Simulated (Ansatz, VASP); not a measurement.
Two plane-wave programs on Al8N

The input INCAR:

```
SYSTEM = Al8N
  ALGO = Normal
  DIPOL = 0.5 0.5 0.400
  EDIFF = 1E-6
  ENCUT = 520
  GGA = PE
  IDIPOL = 3
  ISIF = 2
  ISMEAR = 0
  LASPH = .True.
  LCHARG = .True.
  LDIPOL = .True.
  LELF = .True.
  LREAL = .False.
  LVACPOTAV = .True.
  LVHAR = .True.
  LWAVE = .False.
  NBANDS = 24
  NELM = 100
  PREC = Accurate
  SIGMA = 0.1
```

KPOINTS

```
k-points
0
Gamma
  9 9 1
  0 0 0
```

The input POSCAR:

```
Al8N
1.0
    2.8543223330      0.0000000000      0.0000000000
   -1.4271611665      2.4719156510      0.0000000000
    0.0000000000      0.0000000000     33.4760593533
Al N
8 1
Direct
    0.3333333333      0.6666666667      0.1194883770
    0.0000000000      0.0000000000      0.1895622803
    0.6666666667      0.3333333333      0.2596361837
    0.0000000000      0.0000000000      0.3297100869
    0.3333333333      0.6666666667      0.3992195594
    0.0000000000      0.0000000000      0.4696536480
    0.6666666667      0.3333333333      0.5400996810
    0.0000000000      0.0000000000      0.6116627748
    0.8888888889     -0.8888888889      0.6854468476
```

Input for Ansatz:

```yaml
crystal:
  lattice:
    - [2.854322333, 0.0, 0.0]
    - [-1.4271611665, 2.471915651, 0.0]
    - [0.0, 0.0, 33.4760593533]
  atoms:
    - { symbol: Al, position: [0.3333333333, 0.6666666667, 0.119488377] }
    - { symbol: Al, position: [0.0, 0.0, 0.1895622803] }
    - { symbol: Al, position: [0.6666666667, 0.3333333333, 0.2596361837] }
    - { symbol: Al, position: [0.0, 0.0, 0.3297100869] }
    - { symbol: Al, position: [0.3333333333, 0.6666666667, 0.3992195594] }
    - { symbol: Al, position: [0.0, 0.0, 0.469653648] }
    - { symbol: Al, position: [0.6666666667, 0.3333333333, 0.540099681] }
    - { symbol: Al, position: [0.0, 0.0, 0.6116627748] }
    - { symbol: "N", position: [0.8888888889, -0.8888888889, 0.6854468476] }
basis:
  ecutwfc: 420
kpoints:
  mp_grid: { grid: [9, 9, 1] }
hamiltonian:
  xc: pbe
scf:
  occupations: { method: gaussian, width: 0.1 }
output:
  forces: true
  eigenvalues: true
efield:
  axis: 3
  dipole_correction: true
  ramp_width: 0.04
```

Alike in both runs: task single point; functional PBE; k mesh 9 × 9 × 1; occupations gaussian, width 0.1 eV; no spin polarisation.

|  | VASP | Ansatz |
| --- | --- | --- |
| version | VASP 6.6.1 | Ansatz 0.2.0 |
| potentials or method | VASP PAW PBE potentials, release 64 (Al, N), cutoff 520 eV | scalar-relativistic, plane waves, PAW |
| valence electrons in the cell | 29 | 29 |

|  | VASP | Ansatz | Ansatz less VASP |
| --- | --- | --- | --- |
| gap on the k mesh at the Fermi level (eV) | none | none | - |
| rms of the force components (eV/Å) | 0.594 | 0.594 | +0.0009 |
| work function, face that differs most (eV) | 3.95 | 3.96 | +0.005 |

Atom by atom the forces differ by 0.001 eV/Å (rms over components). A gap of «none» marks a metal or a gap that the smearing closes.
